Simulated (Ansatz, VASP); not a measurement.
BaTe: VASP beside Ansatz

```xyz
2
Lattice="4.8083 0.0000 0.0000 -2.4041 4.1641 0.0000 0.0000 0.0000 4.4097" Properties=species:S:1:pos:R:3 pbc="T T T"
Ba    0.0000    2.7761    0.0000
Te    2.4041    1.3880    2.2049
```

Alike in both runs: functional PBE; k mesh 6 × 6 × 6; occupations gaussian, width 0.02 eV; no spin polarisation.

Ansatz relaxed the structure, and its values are those at the end. VASP's run is a single point on that final structure, the one shown.

```csv
,VASP,Ansatz
version,VASP 6.6.1,Ansatz 0.2.0
potentials or method,"VASP PAW PBE potentials, release 64 (Ba_sv, Te), cutoff 520 eV","scalar-relativistic, plane waves, PAW"
valence electrons in the cell,16,26
```

|  | VASP | Ansatz | Ansatz less VASP |
| --- | --- | --- | --- |
| gap on the k mesh at the Fermi level (eV) | 1.47 | 1.52 | +0.055 |
| least direct gap on the mesh (eV) | 1.47 | 1.52 | +0.055 |
| pressure (GPa) | 0.3 | 0.0 | -0.32 |

VASP's potentials hold 16 valence electrons a cell and Ansatz's 26, so a difference there can come from the potentials and not from the codes.

Neither program's run includes spin-orbit coupling.
